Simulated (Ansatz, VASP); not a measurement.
**One calculation of B3As4, two programs**

Contents of INCAR:

```
PREC = Accurate
ENCUT = 600
EDIFF = 1E-6
ISMEAR = 0
SIGMA = 0.2
LREAL = False
LASPH = True
NELM = 100
ALGO = Normal
ISIF = 3
LWAVE = False
LCHARG = False
GGA = PE
IBRION = 2
NSW = 36
EDIFFG = -0.08
```

File KPOINTS:

```
regular mesh
0
Gamma
  4 4 4
```

Contents of POSCAR:

```
B3As4
1.0
    5.5474791400      0.0000000000      0.0000000000
   -2.7737395700      4.8042578600      0.0000000000
    0.0000000000      0.0000000000      4.4934887600
B As
3 4
Direct
    0.6666666700      0.3333333300      0.6877602400
    0.6666666700      0.3333333300      0.3122397600
    0.6666666700      0.3333333300      0.0000000000
    0.8677418100      0.1322581900      0.5000000000
    0.8677418100      0.7354836100      0.5000000000
    0.2645163900      0.1322581900      0.5000000000
    0.3333333300      0.6666666700      0.0000000000
```

Input for Ansatz:

```yaml
crystal:
  lattice:
    - [5.54747914, 0.0, 0.0]
    - [-2.77373957, 4.80425786, 0.0]
    - [0.0, 0.0, 4.49348876]
  atoms:
    - { symbol: B, position: [0.66666667, 0.33333333, 0.68776024] }
    - { symbol: B, position: [0.66666667, 0.33333333, 0.31223976] }
    - { symbol: B, position: [0.66666667, 0.33333333, 0.0] }
    - { symbol: As, position: [0.86774181, 0.13225819, 0.5] }
    - { symbol: As, position: [0.86774181, 0.73548361, 0.5] }
    - { symbol: As, position: [0.26451639, 0.13225819, 0.5] }
    - { symbol: As, position: [0.33333333, 0.66666667, 0.0] }
basis:
  ecutwfc: 420
kpoints:
  mp_grid: { grid: [4, 4, 4] }
hamiltonian:
  xc: pbe
scf:
  occupations: { method: gaussian, width: 0.2 }
  lower_state_search: "off"
output:
  forces: true
  stress: true
  eigenvalues: true
relax:
  adjacent_minimum: "off"
  f_tol: 0.08
  max_steps: 16
  cell: { stress_tol: 0.8 }
```

Alike in both runs: task relaxation of cell and atoms; functional PBE; k mesh 4 × 4 × 4; occupations gaussian, width 0.2 eV; no spin polarisation.

|  | VASP | Ansatz |
| --- | --- | --- |
| version | VASP 6.6.1 | Ansatz 0.2.0 |
| potentials or method | VASP PAW PBE potentials, release 64 (B, As), cutoff 600 eV | scalar-relativistic, plane waves, PAW |
| valence electrons in the cell | 29 | 69 |

|  | VASP | Ansatz | Ansatz less VASP |
| --- | --- | --- | --- |
| gap on the k mesh at the Fermi level, each at its own relaxed structure (eV) | none | none | - |
| relaxed volume (Å³/atom) | 22.29 | 22.13 | -0.158 |
| relaxed cell length with the largest relative difference (Å) | 6.198 | 6.175 | -0.0228 |

A gap of «none» marks a metal or a gap that the smearing closes. VASP's potentials hold 29 valence electrons a cell and Ansatz's 69, so a difference there can come from the potentials and not from the codes.

Noted on VASP's run: the volume moved by over 15 % at a fixed basis, so the end points are rough.
